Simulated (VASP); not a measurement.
# TiAl: single point with LDA

The system is TiAl.

```
Ti Al
1.0
     3.43339    0.00000    0.00000
     0.00000    3.43339    0.00000
     0.00000    0.00000    3.17906
Ti Al
1 1
Direct
  0.00000 0.00000 0.00000
  0.50000 0.50000 0.50000
```

This cell differs from its parent crystal: strain +0.080 along x and y, +0.000 along z.

| Quantity | Value |
| --- | --- |
| Program | VASP 6.6.1 |
| Task | single point |
| Functional | LDA |
| Potentials or basis | VASP PAW LDA potentials, release 64 (Ti_sv, Al) |
| Cutoff | 520 eV |
| k mesh | 16 × 16 × 16 |
| Occupations | gaussian, width 0.15 eV |
| Spin | no spin polarisation |
| Dipole correction | no |
| Further INCAR settings | ALGO = Fast; EDIFF = 1e-06; NBANDS = 14 |

| Quantity | Value |
| --- | --- |
| Pressure | -16.7 GPa |
| Band gap on the k mesh | zero (an odd number of electrons rules out a gap without spin polarisation) |

Stress tensor (GPa, compression positive):
```
-15.86   0.00   0.00
  0.00 -15.86   0.00
  0.00   0.00 -18.48
```

Levels at points of the mesh, in eV from the Fermi level:
```csv
k point,band 4,band 5,band 6,band 7,band 8,band 9,band 10,band 11,band 12,band 13
"(0.00, 0.00, 0.00)",-32.97,-8.48,-1.13,-1.01,1.26,1.59,1.59,3.20,3.20,5.12
"(0.50, 0.00, 0.00)",-32.96,-5.90,-4.69,-0.44,-0.15,0.60,1.71,2.19,6.37,7.63
"(0.50, 0.50, 0.00)",-32.96,-4.90,-2.10,-2.10,-1.36,0.95,0.95,2.06,3.40,3.60
"(0.00, 0.00, 0.50)",-33.05,-5.23,-4.49,-0.26,-0.09,-0.09,1.50,2.91,6.51,8.04
"(0.50, 0.00, 0.50)",-33.04,-4.40,-1.94,-1.56,-1.14,0.39,0.54,2.27,3.67,4.18
"(0.50, 0.50, 0.50)",-33.11,-2.59,-2.55,-2.55,-0.16,2.14,2.44,2.64,2.64,2.83
```

Wall time 6 min on 1 thread of Intel Xeon 8259CL, on a shared host, peak memory 0.32 GiB.

Caveat: the cell differs from its parent crystal (strain +0.080 along x and y, +0.000 along z); the cell stands under tension.
